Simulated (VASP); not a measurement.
Here is a VASP 6.6.1 calculation.

INCAR

```
SYSTEM = BAs
PREC = Accurate
ENCUT = 520
EDIFF = 1E-7
ISMEAR = 0
SIGMA = 0.1
LREAL = Auto
LASPH = .TRUE.
NELM = 80
ALGO = Normal
ISIF = 2
LWAVE = .FALSE.
LCHARG = .FALSE.
GGA = PE
NBANDS = 46
```

The input KPOINTS:

```
Automatic mesh
0
G
  8 8 4
  0 0 0
```

POSCAR

```
BAs
1.0
    4.4306011443      0.0000000000      0.0000000000
    0.0000000000      4.4306011443      0.0000000000
    0.0000000000      0.0000000000     13.6090372257
B As
8 8
Direct
    0.3530811221      0.8800120391      0.9477270988
    0.3800120391      0.1469188779      0.1977270988
    0.1469188779      0.3800120391      0.8022729012
    0.8800120391      0.3530811221      0.0522729012
    0.6469188779      0.1199879609      0.4477270988
    0.6199879609      0.8530811221      0.6977270988
    0.8530811221      0.6199879609      0.3022729012
    0.1199879609      0.6469188779      0.5522729012
    0.0353338123      0.5714797255      0.9336804086
    0.0714797255      0.4646661877      0.1836804086
    0.4646661877      0.0714797255      0.8163195914
    0.5714797255      0.0353338123      0.0663195914
    0.9646661877      0.4285202745      0.4336804086
    0.9285202745      0.5353338123      0.6836804086
    0.5353338123      0.9285202745      0.3163195914
    0.4285202745      0.9646661877      0.5663195914
```

Potentials or basis: VASP PAW PBE potentials, release 64 (B, As).

Launch:

```sh
$ cat potpaw_PBE.64/B/POTCAR potpaw_PBE.64/As/POTCAR > POTCAR
$ mpirun -np 1 vasp_std > vasp.out
```

(1) Estimate the pressure.

(2) Estimate the band gap on the k mesh.

(3) What does it give for the largest force?

Results:

(1) 0.5 GPa.

(2) zero (bands 32 and 33 overlap by 0.43 eV).

(3) 0.034 eV/Å.

Caveat: semilocal functionals underestimate gaps, and a narrow one can read as zero.
